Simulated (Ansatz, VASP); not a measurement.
# Hf2S: VASP beside Ansatz

```
CELL_PARAMETERS angstrom
3.31917 0.00000 0.00000
-1.65958 2.87448 0.00000
0.00000 0.00000 11.56332
ATOMIC_POSITIONS crystal
Hf 0.66667 0.33333 0.89875
Hf 0.33333 0.66667 0.39875
Hf 0.66667 0.33333 0.60125
Hf 0.33333 0.66667 0.10125
S 0.00000 0.00000 0.75000
S 0.00000 0.00000 0.25000
```

Alike in both runs: task relaxation of cell and atoms; functional LDA; k mesh 12 × 12 × 4; occupations fermi-dirac, width 0.15 eV; no spin polarisation.

|  | VASP | Ansatz |
| --- | --- | --- |
| version | VASP 6.6.1 | Ansatz 0.2.0 |
| potentials or method | VASP PAW LDA potentials, release 64 (Hf_pv, S), cutoff 600 eV | scalar-relativistic, plane waves, PAW |
| valence electrons in the cell | 52 | 116 |

Ansatz gave:

* gap on the k mesh at the Fermi level, each at its own relaxed structure (eV): none
* relaxed volume (Å³/atom): 18.39
* relaxed cell length with the largest relative difference (Å): 11.606

**Question.** Which values does VASP return?

**Answer.** gap on the k mesh at the Fermi level, each at its own relaxed structure (eV): none; relaxed volume (Å³/atom): 18.39; relaxed cell length with the largest relative difference (Å): 11.610.

LDA's correlation is that of Perdew and Zunger in VASP and of Perdew and Wang (1992) in Ansatz. A gap of «none» marks a metal or a gap that the smearing closes. VASP's potentials hold 52 valence electrons a cell and Ansatz's 116, so a difference there can come from the potentials and not from the codes.

Neither program's run includes spin-orbit coupling.
